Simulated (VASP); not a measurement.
Write the native input for VASP 6.6.1 that does the following.

- Task: single point
- Functional: PBE
- Potentials or basis: VASP PAW PBE potentials, release 64 (Cs_sv, As)
- Cutoff: 520 eV
- k mesh: 3 × 3 × 4
- Occupations: gaussian, width 0.1 eV
- Spin: no spin polarisation
- Dipole correction: no
- Further INCAR settings: ALGO = Normal; EDIFF = 1e-06; NBANDS = 34

The structure of CsAs3 lies in POSCAR:

```
CsAs3
1.0
    6.7473582900      0.0000000000      0.0000000000
   -3.3736791400      5.8433836800      0.0000000000
    0.0000000000      0.0000000000      5.4900586100
Cs As
2 6
Direct
    0.6666666700      0.3333333300      0.2500000000
    0.3333333300      0.6666666700      0.7500000000
    0.3349376000      0.1674688000      0.7500000000
    0.8325312000      0.1674688000      0.7500000000
    0.8325312000      0.6650624000      0.7500000000
    0.6650624000      0.8325312000      0.2500000000
    0.1674688000      0.8325312000      0.2500000000
    0.1674688000      0.3349376000      0.2500000000
```

The cell was generated, and may not be a known phase.

One way to write it, as run:

INCAR

```
PREC = Accurate
ENCUT = 520
EDIFF = 1E-6
ISMEAR = 0
SIGMA = 0.1
LREAL = False
LASPH = True
NELM = 80
ALGO = Normal
ISIF = 2
LWAVE = False
LCHARG = False
GGA = PE
NBANDS = 34
```

KPOINTS

```
Automatic mesh
0
Gamma
  3 3 4
```

Potentials or basis: VASP PAW PBE potentials, release 64 (Cs_sv, As).

The run is started by

```sh
$ cat potpaw_PBE.64/Cs_sv/POTCAR potpaw_PBE.64/As/POTCAR > POTCAR
$ mpirun -np 1 vasp_std > vasp.out
```

Results of the run:

```
Pressure               : -0.3 GPa
Largest force          : 0.704 eV/Å
Band gap on the k mesh : zero (bands 24 and 25 overlap by 1.37 eV)
```

Caveat: spin-orbit coupling is left out, which moves the levels of the heavy elements.

It took 38 s on 1 thread of Intel(R) Xeon(R) 6975P-C (Granite Rapids), on a shared host, peak memory 0.33 GiB.
